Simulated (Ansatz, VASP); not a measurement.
# Pt: VASP beside Ansatz

INCAR

```
  ALGO = Normal
  EDIFF = 1E-7
  ENCUT = 520
  GGA = PE
  ISIF = 2
  ISMEAR = -1
  LASPH = T
  LCHARG = T
  LELF = T
  LREAL = F
  LVHAR = T
  LWAVE = F
  NBANDS = 11
  NELM = 80
  PREC = Accurate
  SIGMA = 0.1
```

Contents of KPOINTS:

```
k-points
0
Gamma
  14 14 14
```

File POSCAR:

```
Pt
1.0
    0.0000000000      1.9857786488      1.9857786488
    1.9857786488      0.0000000000      1.9857786488
    1.9857786488      1.9857786488      0.0000000000
Pt
1
Direct
    0.0000000000      0.0000000000      0.0000000000
```

Input for Ansatz:

```yaml
crystal:
  lattice:
    - [0.0, 1.9857786488, 1.9857786488]
    - [1.9857786488, 0.0, 1.9857786488]
    - [1.9857786488, 1.9857786488, 0.0]
  atoms:
    - { symbol: Pt, position: [0.0, 0.0, 0.0] }
hamiltonian:
  xc: pbe
  pseudopotentials:
    kind: paw
    azcp:
      Pt: "pseudopotentials/Pt.paw.azcp"
basis:
  ecutwfc: 420
  fft_grid_basis: typed
kpoints:
  mp_grid: { grid: [14, 14, 14], shift: [0, 0, 0] }
magnetization:
  spin_polarized: false
scf:
  occupations: { method: fermi_dirac, width: 0.1 }
  lower_state_search: "off"
output:
  stress: true
```

Alike in both runs: task single point; functional PBE; k mesh 14 × 14 × 14; occupations fermi-dirac, width 0.1 eV; no spin polarisation.

|  | VASP | Ansatz |
| --- | --- | --- |
| version | VASP 6.6.1 | Ansatz 0.2.0 |
| potentials or method | VASP PAW PBE potentials, release 64 (Pt), cutoff 520 eV | plane waves (420 eV) with PAW, scalar-relativistic |
| valence electrons in the cell | 10 | 18 |

```tsv
	VASP	Ansatz	Ansatz less VASP
pressure (GPa)	-0.5	0.0	+0.49
```

The functional is the same, so the differences come from potentials, cutoffs and numerics. VASP's potentials hold 10 valence electrons a cell and Ansatz's 18, so a difference there can come from the potentials and not from the codes.

Spin-orbit coupling is off throughout.
